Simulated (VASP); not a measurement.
Runs of VASP 6.6.1 on AlN. The structure is that of space group F-43m (No. 216), or close to it. The cells are those of the table. 

```tsv
task	level	cell	k mesh	cutoff (eV)	smearing	grid for exact exchange (PRECFOCK)	share of exact exchange	screening parameter	gap on the mesh (eV)	pressure (GPa)
single point	PBE	a = 3.125 Å, angles 60.0°, 2 atoms	10 × 10 × 10	520	gaussian 0.02 eV	-	-	-	3.30	-2.3
relaxation of cell and atoms	PBE	relaxed to 30 GPa from a = 3.114 Å, angles 60.0°, 2 atoms	10 × 10 × 10	600	gaussian 0.01 eV	-	-	-	3.36	30.0
single point	HSE06	a = 3.114 Å, angles 60.0°, 2 atoms	8 × 8 × 8	520	gaussian 0.02 eV	Normal	0.25	0.2079 1/Å	(b)	-5.4
single point	PBE	a = 3.024 Å, angles 60.0°, 2 atoms	10 × 10 × 10	520	gaussian 0.02 eV	-	-	-	3.35	19.8
single point	r2SCAN	a = 3.114 Å, angles 60.0°, 2 atoms	10 × 10 × 10	520	gaussian 0.02 eV	-	-	-	3.92	-5.0
single point	PBE	a = 3.103 Å, angles 60.0°, 2 atoms	10 × 10 × 10	520	gaussian 0.02 eV	-	-	-	(a)	1.8
single point	PBE	a = 3.065 Å, angles 60.0°, 2 atoms	10 × 10 × 10	520	gaussian 0.02 eV	-	-	-	3.33	9.8
```

Alike in all rows: potentials or basis VASP PAW PBE potentials, release 64 (Al, N); no spin polarisation.

Q: Estimate the missing entries.

A: (a) 3.31; (b) 4.53.

Caveats: the cell stands under tension (at least some runs); the PAW data sets were made with another functional, which shifts forces and pressure a little (at least some runs); the cell stands under pressure (at least some runs); the cell is relaxed towards a set pressure, so the run minimises the enthalpy, not the energy (at least some runs).

A k mesh can miss the band edges.
